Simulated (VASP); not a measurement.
# MgO in VASP: a series of runs

The runs below take MgO through single point, with r2SCAN.

All numbers are computed with VASP 6.6.1; they aren't measurements. Logs are shortened: lines on timing, memory, paths and dates and some standing lists are left out, and cuts for length are marked.

## (1) The cell of the first run

The cell holds a slab with vacuum, 12 atoms: a = 2.973 Å, b = 2.973 Å, c = 25.511 Å, α = 90.00°, β = 90.00°, γ = 90.00°.

## (2) Single point, r2SCAN

The input, POSCAR:

```
MgO
1.0
    2.9728306121      0.0000000000      0.0000000000
    0.0000000000      2.9728306121      0.0000000000
    0.0000000000      0.0000000000     25.5105434258
Mg O
6 6
Direct
    0.5000000000      0.5000000000      0.2939960892
    0.0000000000      0.0000000000      0.3763976535
    0.5000000000      0.5000000000      0.4587992178
    0.0000000000      0.0000000000      0.5412007822
    0.5000000000      0.5000000000      0.6236023465
    0.0000000000      0.0000000000      0.7060039108
    0.0000000000      0.0000000000      0.2939960892
    0.5000000000      0.5000000000      0.3763976535
    0.0000000000      0.0000000000      0.4587992178
    0.5000000000      0.5000000000      0.5412007822
    0.0000000000      0.0000000000      0.6236023465
    0.5000000000      0.5000000000      0.7060039108
```

The input, INCAR.step1:

```
PREC     = Accurate       # precision mode
ENCUT    = 520            # plane-wave cutoff, eV
ISMEAR   = 0              # smearing method
SIGMA    = 0.05           # smearing width, eV
LREAL    = F              # projectors in reciprocal space
LASPH    = T              # aspherical terms in the spheres
NELM     = 80             # most SCF steps
NBANDS   = 36             # bands
GGA      = PE             # functional
ALGO     = Normal         # electronic algorithm
EDIFF    = 1E-4           # SCF threshold, eV
LWAVE    = T              # write WAVECAR
LCHARG   = F              # write CHGCAR
```

The input, INCAR.step2:

```
PREC     = Accurate       # precision mode
ENCUT    = 520            # plane-wave cutoff, eV
EDIFF    = 1E-7           # SCF threshold, eV
ISMEAR   = 0              # smearing method
SIGMA    = 0.05           # smearing width, eV
LREAL    = F              # projectors in reciprocal space
LASPH    = T              # aspherical terms in the spheres
NELM     = 80             # most SCF steps
ALGO     = Normal         # electronic algorithm
ISIF     = 2              # what is computed and relaxed
LWAVE    = F              # write WAVECAR
LCHARG   = T              # write CHGCAR
METAGGA  = R2SCAN         # meta-GGA
LMIXTAU  = T            
LELF     = T              # ELF
LVHAR    = T            
NBANDS   = 36             # bands
ISTART   = 1
```

The input, KPOINTS:

```
regular mesh
0
Gamma
  9 9 1
```

Potentials or basis: VASP PAW PBE potentials, release 64 (Mg, O).

Command:

```sh
$ cat potpaw_PBE.64/Mg/POTCAR potpaw_PBE.64/O/POTCAR > POTCAR
$ cp INCAR.step1 INCAR
$ mpirun -np 1 vasp_std > vasp.out
$ cp INCAR.step2 INCAR
$ mpirun -np 1 vasp_std > vasp.out
```

OUTCAR:

```text
PREC = Accurate
   ENCUT = 520
   EDIFF = 1E-7
   ISMEAR = 0
   LREAL = F
   LASPH = T
   NELM = 80
   ISIF = 2
   METAGGA = R2SCAN
   ISTART = 1

 ion  position               nearest neighbor table
   1  0.500  0.500  0.294-   8 2.10   7 2.10   7 2.10   7 2.10   7 2.10   2 2.97   2 2.97   2 2.97
                             2 2.97
   2  0.000  0.000  0.376-   7 2.10   9 2.10   8 2.10   8 2.10   8 2.10   8 2.10   3 2.97   3 2.97
                             1 2.97   3 2.97   1 2.97   1 2.97   3 2.97   1 2.97
   3  0.500  0.500  0.459-   8 2.10   9 2.10   9 2.10   9 2.10   9 2.10  10 2.10   2 2.97   2 2.97
                             2 2.97   2 2.97   4 2.97   4 2.97   4 2.97   4 2.97
   4  0.000  0.000  0.541-  11 2.10  10 2.10  10 2.10  10 2.10  10 2.10   9 2.10   5 2.97   5 2.97
                             5 2.97   5 2.97   3 2.97   3 2.97   3 2.97   3 2.97
   5  0.500  0.500  0.624-  10 2.10  12 2.10  11 2.10  11 2.10  11 2.10  11 2.10   6 2.97   6 2.97
                             4 2.97   6 2.97   4 2.97   4 2.97   6 2.97   4 2.97
   6  0.000  0.000  0.706-  11 2.10  12 2.10  12 2.10  12 2.10  12 2.10   5 2.97   5 2.97   5 2.97
                             5 2.97
   7  0.000  0.000  0.294-   2 2.10   1 2.10   1 2.10   1 2.10   1 2.10
   8  0.500  0.500  0.376-   1 2.10   3 2.10   2 2.10   2 2.10   2 2.10   2 2.10
   9  0.000  0.000  0.459-   2 2.10   3 2.10   3 2.10   3 2.10   3 2.10   4 2.10
  10  0.500  0.500  0.541-   5 2.10   4 2.10   4 2.10   4 2.10   4 2.10   3 2.10
  11  0.000  0.000  0.624-   4 2.10   6 2.10   5 2.10   5 2.10   5 2.10   5 2.10
  12  0.500  0.500  0.706-   5 2.10   6 2.10   6 2.10   6 2.10   6 2.10

  LATTYP: Found a simple tetragonal cell.
 ALAT       =     2.9728306121
 C/A-ratio  =     8.5812300647

  Lattice vectors:

 A1 = (   2.9728306121,   0.0000000000,   0.0000000000)
 A2 = (   0.0000000000,   2.9728306121,   0.0000000000)
 A3 = (   0.0000000000,   0.0000000000,  25.5105434258)

Analysis of symmetry for initial positions (statically):
=====================================================================
 Subroutine PRICEL returns:
 Original cell was already a primitive cell.

 Routine SETGRP: Setting up the symmetry group for a
 simple tetragonal supercell.

 Subroutine GETGRP returns: Found 16 space group operations
 (whereof  8 operations were pure point group operations)
 out of a pool of 16 trial point group operations.

The static configuration has the point symmetry C_4v.
 The point group associated with its full space group is D_4h.

Analysis of symmetry for dynamics (positions and initial velocities):
=====================================================================
 Subroutine PRICEL returns:
 Original cell was already a primitive cell.

 Routine SETGRP: Setting up the symmetry group for a
 simple tetragonal supercell.

 Subroutine GETGRP returns: Found 16 space group operations
 (whereof  8 operations were pure point group operations)
 out of a pool of 16 trial point group operations.

The dynamic configuration has the point symmetry C_4v.
 The point group associated with its full space group is D_4h.

 Subroutine INISYM returns: Found 16 space group operations
 (whereof  8 operations are pure point group operations),
 and found     1 'primitive' translations

----------------------------------------------------------------------------------------

                                     Primitive cell

  volume of cell :     225.4551

  direct lattice vectors                    reciprocal lattice vectors
     2.972830612  0.000000000  0.000000000     0.336379744  0.000000000  0.000000000
     0.000000000  2.972830612  0.000000000     0.000000000  0.336379744  0.000000000
     0.000000000  0.000000000 25.510543426     0.000000000  0.000000000  0.039199479

  length of vectors
     2.972830612  2.972830612 25.510543426     0.336379744  0.336379744  0.039199479

  position of ions in fractional coordinates (direct lattice)
     0.500000000  0.500000000  0.293996089
     0.000000000  0.000000000  0.376397653
     0.500000000  0.500000000  0.458799218
     0.000000000  0.000000000  0.541200782
     0.500000000  0.500000000  0.623602347
     0.000000000  0.000000000  0.706003911
     0.000000000  0.000000000  0.293996089
     0.500000000  0.500000000  0.376397653
     0.000000000  0.000000000  0.458799218
     0.500000000  0.500000000  0.541200782
[... 32 lines left out ...]

  Length of vectors
     0.037375527  0.037375527  0.039199479

  Shift w.r.t. Gamma in fractional coordinates (k-lattice)
     0.000000000  0.000000000  0.000000000

 Subroutine IBZKPT returns following result:
 ===========================================

 Found     15 irreducible k-points:

 Following reciprocal coordinates:
            Coordinates               Weight
  0.000000  0.000000  0.000000      1.000000
  0.111111  0.000000  0.000000      4.000000
  0.222222  0.000000  0.000000      4.000000
  0.333333  0.000000  0.000000      4.000000
  0.444444  0.000000  0.000000      4.000000
  0.111111  0.111111  0.000000      4.000000
  0.222222  0.111111  0.000000      8.000000
  0.333333  0.111111  0.000000      8.000000
  0.444444  0.111111  0.000000      8.000000
  0.222222  0.222222  0.000000      4.000000
  0.333333  0.222222  0.000000      8.000000
  0.444444  0.222222  0.000000      8.000000
  0.333333  0.333333  0.000000      4.000000
  0.444444  0.333333  0.000000      8.000000
  0.444444  0.444444  0.000000      4.000000
   k-points           NKPTS =     15   k-points in BZ     NKDIM =     15   number of bands    NBANDS=     36
   number of dos      NEDOS =    301   number of ions     NIONS =     12
   total plane-waves  NPLWV = 110592
   dimension x,y,z NGX =    24 NGY =   24 NGZ =  192
   dimension x,y,z NGXF=    48 NGYF=   48 NGZF=  384
   ions per type =               6   6
   NGX,Y,Z   is equivalent  to a cutoff of  13.42, 13.42, 12.51 a.u.
   NGXF,Y,Z  is equivalent  to a cutoff of  26.84, 26.84, 25.02 a.u.
 SYSTEM =  unknown system
   PREC   = accura    normal or accurate (medium, high low for compatibility)
   ISTART =      1    job   : 0-new  1-cont  2-samecut
   ICHARG =      0    charge: 1-file 2-atom 10-const
   ISPIN  =      1    spin polarized calculation?
   LNONCOLLINEAR =      F non collinear calculations
   LSORBIT =      F    spin-orbit coupling
   LASPH  =      T    aspherical Exc in radial PAW
   ENCUT  =  520.0 eV  38.22 Ry    6.18 a.u.   5.53  5.53 47.43*2*pi/ulx,y,z
   NELM   =     80;   NELMIN=  2; NELMDL=  0     # of ELM steps
   EDIFF  = 0.1E-06   stopping-criterion for ELM
   LREAL  =      F    real-space projection
   EDIFFG = 0.1E-05   stopping-criterion for IOM
   NSW    =      0    number of steps for IOM
   IBRION =     -1    ionic relax: 0-MD 1-quasi-New 2-CG
   NFREE  =      0    steps in history (QN), initial steepest desc. (CG)
   ISIF   =      2    stress and relaxation
   ISYM   =      2    0-nonsym 1-usesym 2-fastsym
   POTIM  = 0.5000    time-step for ionic-motion
   TEBEG  =    0.0;   TEEND  =   0.0 temperature during run
   PSTRESS=    0.0 pullay stress
   NELECT =      48.0000    total number of electrons
   NUPDOWN=      -1.0000    fix difference up-down
   EMIN   =  10.00;   EMAX   =-10.00  energy-range for DOS
   EFERMI =   0.00;   METHOD = LEGACY
   ISMEAR =     0;   SIGMA  =   0.05  broadening in eV -4-tet -1-fermi 0-gaus
   EFERMI_NEDOS =   21; number of points for ismear=-14 and -15
   IALGO  =     38    algorithm
   IMIX   =      4    mixing-type and parameters
     AMIX     =   0.40;   BMIX     =  1.00
     AMIX_MAG =   1.60;   BMIX_MAG =  1.00
  volume/ion in A,a.u.               =      18.79       126.79
  Fermi-wavevector in a.u.,A,eV,Ry     =   0.977542  1.847286 13.001557  0.955588
  Thomas-Fermi vector in A             =   2.108247
   LORBIT       =      0    0 simple, 1 ext, 2 COOP (PROOUT), +10 PAW based schemes
   METAGGA = R2SCAN    functional components
   LHFCALC =     F    Hartree Fock is set to
   AEXX    =    0.0000 exact exchange contribution
   IVDW    =     0    specifies the selected vdW correction
   LEPSILON=     F    determine dielectric tensor
   LRPA    =     F    only Hartree local field effects (RPA)
 non-spin polarized calculation
 Gauss-broadening in eV      SIGMA  =   0.05
  energy-cutoff  :      520.00
  volume of cell :      225.46
 maximum number of plane-waves:      6115
 NGX is ok and might be reduce to    24
   NGX = 11   NGY = 11   NGZ = 95

 number of electron      47.9999977 magnetization

 Free energy of the ion-electron system (eV)
  ---------------------------------------------------
  ext. energy  EPLUGINS =         0.00000000
  ---------------------------------------------------
  free energy    TOTEN  =       -95.71637651 eV

  energy without entropy =      -95.71637651  energy(sigma->0) =      -95.71637651

 E-fermi :  -0.9212     XC(G=0):  -6.2677

 val. band max:       -1.1497373875   @ k =   0.0000   0.0000   0.0000
 cond. band min:       2.7968597879   @ k =   0.0000   0.0000   0.0000
 fundamental gap:      3.9465971754
 Fermi energy:        -0.9212181715

 k-point     1 :       0.0000    0.0000    0.0000
  band No.  band energies     occupation
      1     -19.2403      2.00000
      2     -18.9872      2.00000
      3     -18.6310      2.00000
      4     -18.2579      2.00000
      5     -17.9691      2.00000
      6     -17.8385      2.00000
[... 574 lines left out ...]
     35      10.7477      0.00000
     36      10.8469      0.00000

------------------------ aborting loop because EDIFF is reached ----------------------------------------

  FORCE on cell =-STRESS in cart. coord.  units (eV):
  Direction    XX          YY          ZZ          XY          YZ          ZX
  --------------------------------------------------------------------------------------
  -------------------------------------------------------------------------------------
  Total       -4.7082151     -4.7082151     -0.6358707      0.0000000      0.0000000      0.0000000
  in kB      -33.4585289    -33.4585289     -4.5187611      0.0000000      0.0000000      0.0000000
  external PRESSURE =     -23.8119396 kB  Pullay stress =       0.0000000 kB

 VOLUME and BASIS-vectors are now :
 -----------------------------------------------------------------------------
  energy-cutoff  :      520.00
  volume of cell :      225.46
      direct lattice vectors                 reciprocal lattice vectors
     2.972830612  0.000000000  0.000000000     0.336379744  0.000000000  0.000000000
     0.000000000  2.972830612  0.000000000     0.000000000  0.336379744  0.000000000
     0.000000000  0.000000000 25.510543426     0.000000000  0.000000000  0.039199479

 POSITION                                       TOTAL-FORCE (eV/Angst)
 -----------------------------------------------------------------------------------
      1.48642      1.48642      7.50000         0.000000     -0.000000      0.481074
      0.00000      0.00000      9.60211         0.000000     -0.000000      0.006591
      1.48642      1.48642     11.70422        -0.000000      0.000000      0.007130
      0.00000      0.00000     13.80633         0.000000     -0.000000     -0.007130
      1.48642      1.48642     15.90843         0.000000      0.000000     -0.006591
      0.00000      0.00000     18.01054         0.000000      0.000000     -0.481074
      0.00000      0.00000      7.50000         0.000000     -0.000000     -0.438059
      1.48642      1.48642      9.60211         0.000000      0.000000      0.000152
      0.00000      0.00000     11.70422         0.000000     -0.000000     -0.000680
      1.48642      1.48642     13.80633         0.000000      0.000000      0.000680
      0.00000      0.00000     15.90843         0.000000     -0.000000     -0.000152
      1.48642      1.48642     18.01054        -0.000000     -0.000000      0.438059
 -----------------------------------------------------------------------------------
    total drift:                                0.000000     -0.000000      0.000000

  FREE ENERGIE OF THE ION-ELECTRON SYSTEM (eV)
  ---------------------------------------------------
  free  energy   TOTEN  =       -95.7163765119 eV

  energy  without entropy=      -95.7163765119  energy(sigma->0) =      -95.71637651
```

It took 5.7 min on 1 thread of Intel Xeon 6975P-C (Granite Rapids), shared host; peak memory 0.41 GiB.

Results:

```
Free energy            : -95.7164 eV
Largest force          : 0.481 eV/Å
Band gap on the k mesh : 3.95 eV
```

Forces on the atoms (eV/Å):
```
Mg   0.000  0.000  0.481
Mg   0.000  0.000  0.007
Mg   0.000  0.000  0.007
Mg   0.000  0.000 -0.007
Mg   0.000  0.000 -0.007
Mg   0.000  0.000 -0.481
O    0.000  0.000 -0.438
O    0.000  0.000  0.000
O    0.000  0.000 -0.001
O    0.000  0.000  0.001
O    0.000  0.000  0.000
O    0.000  0.000  0.438
```

Caveat: there is no dipole correction, which matters where the two faces differ; the PAW data sets were made with another functional, which shifts forces and pressure a little.

(Part 1 of 2 ends here.)
